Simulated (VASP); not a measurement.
# CaMg2As6 (Fm-3m) in VASP: a series of runs

CaMg2As6 is run at these levels: PBE; tasks: single point, relaxation of cell and atoms.

Program: VASP 6.6.1. These are calculated values, not measurements. Logs are shortened: lines on timing, memory, paths and dates and some standing lists are left out, and cuts for length are marked.

### 1 The cell of the first run

Symmetry: Fm-3m, No. 225, cubic system. The conventional cell has a = 8.996 Å, b = 8.996 Å, c = 8.996 Å, α = 90.00°, β = 90.00°, γ = 90.00°. Within 2.9 Å of Ca (site symmetry m-3m) lie 6 As at 2.18 Å. Mg (site symmetry -43m) has 12 As at 3.18 Å and 4 Ca at 3.90 Å within 4.2 Å. As (site symmetry 4mm) has 1 Ca at 2.18 Å within 2.9 Å.

The cell was generated, and may not be a known phase.

### 2 Single point, PBE

Input file INCAR:

```
  ALGO = Normal
  EDIFF = 1E-6
  ENCUT = 520
  GGA = PE
  ISIF = 2
  ISMEAR = 0
  LASPH = T
  LCHARG = F
  LREAL = F
  LWAVE = F
  NBANDS = 32
  NELM = 80
  PREC = Accurate
  SIGMA = 0.1
```

Input file KPOINTS:

```
k-points
0
Gamma
  4 4 4
```

Input file POSCAR:

```
CaMg2As6
1.0
    0.0000000000      4.4979986700      4.4979986700
    4.4979986700      0.0000000000      4.4979986700
    4.4979986700      4.4979986700      0.0000000000
Ca Mg As
1 2 6
Direct
    0.0000000000      0.0000000000      0.0000000000
    0.7500000000      0.7500000000      0.7500000000
    0.2500000000      0.2500000000      0.2500000000
    0.7576363100      0.2423636900      0.7576363100
    0.2423636900      0.2423636900      0.7576363100
    0.7576363100      0.7576363100      0.2423636900
    0.2423636900      0.7576363100      0.2423636900
    0.2423636900      0.7576363100      0.7576363100
    0.7576363100      0.2423636900      0.2423636900
```

Potentials or basis: VASP PAW PBE potentials, release 64 (Ca_sv, Mg, As).

Run with:

```sh
$ cat potpaw_PBE.64/Ca_sv/POTCAR potpaw_PBE.64/Mg/POTCAR potpaw_PBE.64/As/POTCAR > POTCAR
$ mpirun -np 1 vasp_std > vasp.out
```

OUTCAR:

```text
EDIFF = 1E-6
   ENCUT = 520
   GGA = PE
   ISIF = 2
   ISMEAR = 0
   LASPH = T
   LREAL = F
   NELM = 80
   PREC = Accurate

 ion  position               nearest neighbor table
   1  0.000  0.000  0.000-   4 2.18   5 2.18   6 2.18   7 2.18   8 2.18   9 2.18
   2  0.750  0.750  0.750-   4 3.18   6 3.18   8 3.18   6 3.18   7 3.18   9 3.18   4 3.18   5 3.18
                             9 3.18   5 3.18   7 3.18   8 3.18
   3  0.250  0.250  0.250-   4 3.18   6 3.18   9 3.18   6 3.18   7 3.18   8 3.18   4 3.18   5 3.18
                             8 3.18   5 3.18   7 3.18   9 3.18
   4  0.758  0.242  0.758-   1 2.18   2 3.18   2 3.18   3 3.18   3 3.18
   5  0.242  0.242  0.758-   1 2.18   2 3.18   2 3.18   3 3.18   3 3.18
   6  0.758  0.758  0.242-   1 2.18   2 3.18   2 3.18   3 3.18   3 3.18
   7  0.242  0.758  0.242-   1 2.18   2 3.18   2 3.18   3 3.18   3 3.18
   8  0.242  0.758  0.758-   1 2.18   2 3.18   2 3.18   3 3.18   3 3.18
   9  0.758  0.242  0.242-   1 2.18   2 3.18   2 3.18   3 3.18   3 3.18

  LATTYP: Found a face centered cubic cell.
 ALAT       =     8.9959973400

  Lattice vectors:

 A1 = (   0.0000000000,   4.4979986700,   4.4979986700)
 A2 = (   4.4979986700,   0.0000000000,   4.4979986700)
 A3 = (   4.4979986700,   4.4979986700,   0.0000000000)

Analysis of symmetry for initial positions (statically):
=====================================================================
 Subroutine PRICEL returns:
 Original cell was already a primitive cell.

 Routine SETGRP: Setting up the symmetry group for a
 face centered cubic supercell.

 Subroutine GETGRP returns: Found 48 space group operations
 (whereof 48 operations were pure point group operations)
 out of a pool of 48 trial point group operations.

The static configuration has the point symmetry O_h .

Analysis of symmetry for dynamics (positions and initial velocities):
=====================================================================
 Subroutine PRICEL returns:
 Original cell was already a primitive cell.

 Routine SETGRP: Setting up the symmetry group for a
 face centered cubic supercell.

 Subroutine GETGRP returns: Found 48 space group operations
 (whereof 48 operations were pure point group operations)
 out of a pool of 48 trial point group operations.

The dynamic configuration has the point symmetry O_h .

 Subroutine INISYM returns: Found 48 space group operations
 (whereof 48 operations are pure point group operations),
 and found     1 'primitive' translations

----------------------------------------------------------------------------------------

                                     Primitive cell

  volume of cell :     182.0069

  direct lattice vectors                    reciprocal lattice vectors
     0.000000000  4.497998670  4.497998670    -0.111160549  0.111160549  0.111160549
     4.497998670  0.000000000  4.497998670     0.111160549 -0.111160549  0.111160549
     4.497998670  4.497998670  0.000000000     0.111160549  0.111160549 -0.111160549

  length of vectors
     6.361130723  6.361130723  6.361130723     0.192535718  0.192535718  0.192535718

  position of ions in fractional coordinates (direct lattice)
     0.000000000  0.000000000  0.000000000
     0.750000000  0.750000000  0.750000000
     0.250000000  0.250000000  0.250000000
     0.757636310  0.242363690  0.757636310
     0.242363690  0.242363690  0.757636310
     0.757636310  0.757636310  0.242363690
     0.242363690  0.757636310  0.242363690
     0.242363690  0.757636310  0.757636310
     0.757636310  0.242363690  0.242363690

  ion indices of the primitive-cell ions
   primitive index   ion index
                 1           1
                 2           2
                 3           3
                 4           4
                 5           5
                 6           6
                 7           7
                 8           8
                 9           9

----------------------------------------------------------------------------------------

 KPOINTS: k-points

Automatic generation of k-mesh.
 Grid dimensions read from file:
 generate k-points for:    4    4    4

 Generating k-lattice:

  Cartesian coordinates                     Fractional coordinates (reciprocal lattice)
    -0.027790137  0.027790137  0.027790137     0.250000000  0.000000000  0.000000000
     0.027790137 -0.027790137  0.027790137     0.000000000  0.250000000  0.000000000
     0.027790137  0.027790137 -0.027790137     0.000000000  0.000000000  0.250000000

  Length of vectors
     0.048133930  0.048133930  0.048133930

  Shift w.r.t. Gamma in fractional coordinates (k-lattice)
     0.000000000  0.000000000  0.000000000

 Subroutine IBZKPT returns following result:
 ===========================================

 Found      8 irreducible k-points:

 Following reciprocal coordinates:
            Coordinates               Weight
  0.000000  0.000000  0.000000      1.000000
  0.250000  0.000000  0.000000      8.000000
  0.500000  0.000000  0.000000      4.000000
  0.250000  0.250000  0.000000      6.000000
  0.500000  0.250000  0.000000     24.000000
 -0.250000  0.250000  0.000000     12.000000
  0.500000  0.500000  0.000000      3.000000
 -0.250000  0.500000  0.250000      6.000000
   k-points           NKPTS =      8   k-points in BZ     NKDIM =      8   number of bands    NBANDS=     32
   number of dos      NEDOS =    301   number of ions     NIONS =      9
   total plane-waves  NPLWV = 110592
   dimension x,y,z NGX =    48 NGY =   48 NGZ =   48
   dimension x,y,z NGXF=    96 NGYF=   96 NGZF=   96
   ions per type =               1   2   6
   NGX,Y,Z   is equivalent  to a cutoff of  12.54, 12.54, 12.54 a.u.
   NGXF,Y,Z  is equivalent  to a cutoff of  25.09, 25.09, 25.09 a.u.
 SYSTEM =  unknown system
   PREC   = accura    normal or accurate (medium, high low for compatibility)
   ISTART =      0    job   : 0-new  1-cont  2-samecut
   ICHARG =      2    charge: 1-file 2-atom 10-const
   ISPIN  =      1    spin polarized calculation?
   LNONCOLLINEAR =      F non collinear calculations
   LSORBIT =      F    spin-orbit coupling
   LASPH  =      T    aspherical Exc in radial PAW
   ENCUT  =  520.0 eV  38.22 Ry    6.18 a.u.  11.83 11.83 11.83*2*pi/ulx,y,z
   NELM   =     80;   NELMIN=  2; NELMDL= -5     # of ELM steps
   EDIFF  = 0.1E-05   stopping-criterion for ELM
   LREAL  =      F    real-space projection
   EDIFFG = 0.1E-04   stopping-criterion for IOM
   NSW    =      0    number of steps for IOM
   IBRION =     -1    ionic relax: 0-MD 1-quasi-New 2-CG
   NFREE  =      0    steps in history (QN), initial steepest desc. (CG)
   ISIF   =      2    stress and relaxation
   ISYM   =      2    0-nonsym 1-usesym 2-fastsym
   POTIM  = 0.5000    time-step for ionic-motion
   TEBEG  =    0.0;   TEEND  =   0.0 temperature during run
   PSTRESS=    0.0 pullay stress
   NELECT =      44.0000    total number of electrons
   NUPDOWN=      -1.0000    fix difference up-down
   EMIN   =  10.00;   EMAX   =-10.00  energy-range for DOS
   EFERMI =   0.00;   METHOD = LEGACY
   ISMEAR =     0;   SIGMA  =   0.10  broadening in eV -4-tet -1-fermi 0-gaus
   EFERMI_NEDOS =   21; number of points for ismear=-14 and -15
   IALGO  =     38    algorithm
   IMIX   =      4    mixing-type and parameters
     AMIX     =   0.40;   BMIX     =  1.00
     AMIX_MAG =   1.60;   BMIX_MAG =  1.00
  volume/ion in A,a.u.               =      20.22       136.47
  Fermi-wavevector in a.u.,A,eV,Ry     =   1.019835  1.927208 14.150910  1.040063
  Thomas-Fermi vector in A             =   2.153371
   LORBIT       =      0    0 simple, 1 ext, 2 COOP (PROOUT), +10 PAW based schemes
   GGA     = PE    functional components
   LHFCALC =     F    Hartree Fock is set to
   AEXX    =    0.0000 exact exchange contribution
   IVDW    =     0    specifies the selected vdW correction
   LEPSILON=     F    determine dielectric tensor
   LRPA    =     F    only Hartree local field effects (RPA)
 non-spin polarized calculation
 Gauss-broadening in eV      SIGMA  =   0.10
  energy-cutoff  :      520.00
  volume of cell :      182.01
 maximum number of plane-waves:      4916
   NGX = 23   NGY = 23   NGZ = 23

 number of electron      43.9999998 magnetization

 Free energy of the ion-electron system (eV)
  ---------------------------------------------------
  ext. energy  EPLUGINS =         0.00000000
  ---------------------------------------------------
  free energy    TOTEN  =       -21.50878480 eV

  energy without entropy =      -21.48668276  energy(sigma->0) =      -21.49773378

 E-fermi :   4.9371     XC(G=0):  -9.9544

 val. band max:        4.9257649736   @ k =   0.2500   0.2500   0.0000
 cond. band min:       4.9702821469   @ k =  -0.2500   0.5000   0.2500
 fundamental gap:      0.0445171732
 Fermi energy:         4.9371327529

 k-point     1 :       0.0000    0.0000    0.0000
  band No.  band energies     occupation
      1     -34.2199      2.00000
      2     -16.2804      2.00000
      3     -16.2804      2.00000
      4     -16.2804      2.00000
      5      -7.9503      2.00000
      6      -4.7518      2.00000
[... 24 lines left out ...]
     31       8.0180      0.00000
     32       8.0180      0.00000

 k-point     2 :       0.2500    0.0000    0.0000
  band No.  band energies     occupation
      1     -34.2198      2.00000
      2     -16.2846      2.00000
      3     -16.2806      2.00000
      4     -16.2806      2.00000
      5      -7.6517      2.00000
      6      -5.4487      2.00000
[... 24 lines left out ...]
     31       8.6103      0.00000
     32       8.6103      0.00000

 k-point     3 :       0.5000    0.0000    0.0000
  band No.  band energies     occupation
      1     -34.2198      2.00000
      2     -16.2887      2.00000
      3     -16.2808      2.00000
      4     -16.2808      2.00000
      5      -7.0653      2.00000
      6      -6.3487      2.00000
[... 24 lines left out ...]
     31       8.1803      0.00000
     32       8.7764      0.00000

 k-point     4 :       0.2500    0.2500    0.0000
  band No.  band energies     occupation
      1     -34.2198      2.00000
      2     -16.2837      2.00000
      3     -16.2818      2.00000
      4     -16.2818      2.00000
      5      -7.5681      2.00000
      6      -5.5446      2.00000
[... 24 lines left out ...]
     31       7.9956      0.00000
     32       9.7358      0.00000

 k-point     5 :       0.5000    0.2500    0.0000
  band No.  band energies     occupation
      1     -34.2198      2.00000
      2     -16.2868      2.00000
      3     -16.2830      2.00000
      4     -16.2820      2.00000
      5      -7.0326      2.00000
      6      -6.1621      2.00000
[... 24 lines left out ...]
     31       8.6091      0.00000
     32       9.0394      0.00000

 k-point     6 :      -0.2500    0.2500    0.0000
  band No.  band energies     occupation
      1     -34.2198      2.00000
      2     -16.2861      2.00000
      3     -16.2834      2.00000
      4     -16.2808      2.00000
      5      -7.2102      2.00000
      6      -6.0432      2.00000
[... 24 lines left out ...]
     31       8.9589      0.00000
     32       9.4952      0.00000

 k-point     7 :       0.5000    0.5000    0.0000
  band No.  band energies     occupation
      1     -34.2198      2.00000
      2     -16.2868      2.00000
      3     -16.2832      2.00000
      4     -16.2832      2.00000
      5      -6.9916      2.00000
      6      -5.8662      2.00000
[... 24 lines left out ...]
     31       8.0430      0.00000
     32       8.9043      0.00000

 k-point     8 :      -0.2500    0.5000    0.2500
  band No.  band energies     occupation
      1     -34.2198      2.00000
      2     -16.2850      2.00000
      3     -16.2850      2.00000
      4     -16.2833      2.00000
      5      -6.7537      2.00000
      6      -6.3537      2.00000
[... 24 lines left out ...]
     31       8.7376      0.00000
     32       9.0193      0.00000

------------------------ aborting loop because EDIFF is reached ----------------------------------------

  FORCE on cell =-STRESS in cart. coord.  units (eV):
  Direction    XX          YY          ZZ          XY          YZ          ZX
  --------------------------------------------------------------------------------------
  -------------------------------------------------------------------------------------
  Total       21.5523969     21.5523969     21.5523969     -0.0000000     -0.0000000      0.0000000
  in kB      189.7222188    189.7222188    189.7222188     -0.0000000     -0.0000000      0.0000000
  external PRESSURE =     189.7222188 kB  Pullay stress =       0.0000000 kB

 VOLUME and BASIS-vectors are now :
 -----------------------------------------------------------------------------
  energy-cutoff  :      520.00
  volume of cell :      182.01
      direct lattice vectors                 reciprocal lattice vectors
     0.000000000  4.497998670  4.497998670    -0.111160549  0.111160549  0.111160549
     4.497998670  0.000000000  4.497998670     0.111160549 -0.111160549  0.111160549
     4.497998670  4.497998670  0.000000000     0.111160549  0.111160549 -0.111160549

 POSITION                                       TOTAL-FORCE (eV/Angst)
 -----------------------------------------------------------------------------------
      0.00000      0.00000      0.00000         0.000000     -0.000000     -0.000000
      6.74700      6.74700      6.74700         0.000000     -0.000000     -0.000000
      2.24900      2.24900      2.24900         0.000000     -0.000000     -0.000000
      4.49800      6.81569      4.49800         0.000000     -6.773984     -0.000000
      4.49800      4.49800      2.18030         0.000000     -0.000000      6.773984
      4.49800      4.49800      6.81569         0.000000     -0.000000     -6.773984
      4.49800      2.18030      4.49800         0.000000      6.773984     -0.000000
      6.81569      4.49800      4.49800        -6.773984     -0.000000     -0.000000
      2.18030      4.49800      4.49800         6.773984     -0.000000     -0.000000
 -----------------------------------------------------------------------------------
    total drift:                               -0.000000     -0.000000     -0.000000

  FREE ENERGIE OF THE ION-ELECTRON SYSTEM (eV)
  ---------------------------------------------------
  free  energy   TOTEN  =       -21.5087847959 eV

  energy  without entropy=      -21.4866827618  energy(sigma->0) =      -21.49773378
```

It took 50 s on 1 thread of Intel Xeon Platinum 8488C (Sapphire Rapids), shared host; peak memory 0.33 GiB.

What came out:

* Free energy: -21.5088 eV
* Pressure: 19.0 GPa
* Largest force: 6.774 eV/Å
* Band gap on the k mesh: zero (bands 22 and 23 overlap by 0.73 eV)

Forces in eV/Å, atoms in the order of the input:
```
Ca   0.000  0.000  0.000
Mg   0.000  0.000  0.000
Mg   0.000  0.000  0.000
As   0.000 -6.774  0.000
As   0.000  0.000  6.774
As   0.000  0.000 -6.774
As   0.000  6.774  0.000
As  -6.774  0.000  0.000
As   6.774  0.000  0.000
```

Levels at points of the mesh, in eV from the Fermi level:
```
           k point  band 18  band 19  band 20  band 21  band 22  band 23  band 24  band 25  band 26  band 27
(0.00, 0.00, 0.00)    -1.34    -0.05    -0.05    -0.05     0.17     0.17     0.17     2.79     2.79     2.79
(0.50, 0.00, 0.00)    -1.98    -1.84    -1.40    -0.59    -0.59     0.99     1.43     1.49     1.49     1.64
(0.50, 0.50, 0.00)    -1.74    -1.74    -1.46    -1.09    -1.09    -0.47    -0.06    -0.03     1.76     2.33
```

Caveat: the cell stands under pressure; forces of over 1 eV/Å act on the atoms, so gaps and moduli don't describe the material at rest.

### 3 Single point, PBE

This run uses another cell than the first one, of 23.61 Å³/atom.

Input file INCAR:

```
SYSTEM = CaMg2As6
PREC     = Accurate       ! precision mode
ENCUT    = 520            ! plane-wave cutoff, eV
EDIFF    = 1E-7           ! SCF threshold, eV
ISMEAR   = 0              ! smearing method
SIGMA    = 0.1            ! smearing width, eV
LREAL    = .False.        ! projectors in reciprocal space
LASPH    = .True.         ! aspherical terms in the spheres
NELM     = 100            ! most SCF steps
ALGO     = Normal         ! electronic algorithm
ISIF     = 2              ! what is computed and relaxed
LWAVE    = .False.        ! write WAVECAR
LCHARG   = .False.        ! write CHGCAR
GGA      = PE             ! functional
NBANDS   = 32             ! bands
```

Input file KPOINTS:

```
Automatic mesh
0
Gamma
  4 4 4
  0 0 0
```

Input file POSCAR:

```
CaMg2As6
1.0
    0.0000000000      4.7364681891      4.7364681891
    4.7364681891      0.0000000000      4.7364681891
    4.7364681891      4.7364681891      0.0000000000
Ca Mg As
1 2 6
Direct
    0.0000000000      0.0000000000      0.0000000000
    0.7500000000      0.7500000000      0.7500000000
    0.2500000000      0.2500000000      0.2500000000
    0.7002433131      0.2997566869      0.7002433131
    0.2997566869      0.2997566869      0.7002433131
    0.7002433131      0.7002433131      0.2997566869
    0.2997566869      0.7002433131      0.2997566869
    0.2997566869      0.7002433131      0.7002433131
    0.7002433131      0.2997566869      0.2997566869
```

Potentials or basis: VASP PAW PBE potentials, release 64 (Ca_sv, Mg, As).

Run with:

```sh
$ cat potpaw_PBE.64/Ca_sv/POTCAR potpaw_PBE.64/Mg/POTCAR potpaw_PBE.64/As/POTCAR > POTCAR
$ mpirun -np 1 vasp_std > vasp.out
```

Wall time 54 s (1 thread of Intel Xeon Platinum 8488C (Sapphire Rapids), shared host); peak memory 0.36 GiB.

Results (log left out):

| Item | Value |
| --- | --- |
| Free energy | -32.0965 eV |
| Pressure | 0.3 GPa |
| Largest force | 0.050 eV/Å |
| Band gap on the k mesh | zero (bands 22 and 23 overlap by 0.73 eV) |

Forces on the atoms (eV/Å):
```
Ca   0.000  0.000  0.000
Mg   0.000  0.000  0.000
Mg   0.000  0.000  0.000
As   0.000  0.050  0.000
As   0.000  0.000 -0.050
As   0.000  0.000  0.050
As   0.000 -0.050  0.000
As   0.050  0.000  0.000
As  -0.050  0.000  0.000
```

Levels at points of the mesh, in eV from the Fermi level:
```tsv
k point	band 19	band 20	band 21	band 22	band 23	band 24	band 25	band 26
(0.00, 0.00, 0.00)	0.00	0.00	0.00	0.06	1.08	1.08	1.42	1.42
(0.50, 0.00, 0.00)	-1.93	-1.93	0.32	0.46	0.46	1.06	1.15	1.15
(0.50, 0.50, 0.00)	-1.47	-1.47	-1.16	-0.28	-0.23	-0.23	0.98	1.15
```

[end of part 1 of 2]

The gap in the log of VASP goes by the Fermi energy; the results here count the filled bands.